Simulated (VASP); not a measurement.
A run of VASP 6.6.1:

The input INCAR:

```
SYSTEM = In4Sb
ALGO     = Fast           ! electronic algorithm
EDIFF    = 1E-6           ! SCF threshold, eV
EDIFFG   = -0.01          ! ionic threshold
ENCUT    = 600            ! plane-wave cutoff, eV
GGA      = PE             ! functional
IBRION   = 2              ! ionic algorithm
ISIF     = 3              ! what is computed and relaxed
ISMEAR   = 0              ! smearing method
LASPH    = .TRUE.         ! aspherical terms in the spheres
LCHARG   = .FALSE.        ! write CHGCAR
LREAL    = .FALSE.        ! projectors in reciprocal space
LWAVE    = .FALSE.        ! write WAVECAR
NELM     = 80             ! most SCF steps
NSW      = 100            ! ionic steps
PREC     = Accurate       ! precision mode
SIGMA    = 0.1            ! smearing width, eV
```

Contents of KPOINTS:

```
k-points
0
G
  8 8 8
  0 0 0
```

Contents of POSCAR:

```
In4Sb
1.0
    5.5083380095      0.0000000000      0.0000000000
    0.0000000000      5.5083380095      0.0000000000
    0.0000000000      0.0000000000      5.5083380095
In Sb
4 1
Direct
    0.3023053911      0.3023053911      0.3023053911
    0.6976946089      0.6976946089      0.3023053911
    0.3023053911      0.6976946089      0.6976946089
    0.6976946089      0.3023053911      0.6976946089
    0.0000000000      0.0000000000      0.0000000000
```

Potentials or basis: VASP PAW PBE potentials, release 64 (In_d, Sb).

Launch:

```console
$ cat potpaw_PBE.64/In_d/POTCAR potpaw_PBE.64/Sb/POTCAR > POTCAR
$ mpirun -np 1 vasp_std > vasp.out
```

Hardware: 1 thread of AMD EPYC 9R45 96-Core Processor (Zen 5), on a shared host.

Estimate the wall time of this run.

It took 7.6 min on 1 thread of AMD EPYC 9R45 96-Core Processor (Zen 5), on a shared host, peak memory 0.44 GiB. Counts: scf iterations 38, k points 35, ion steps 3.
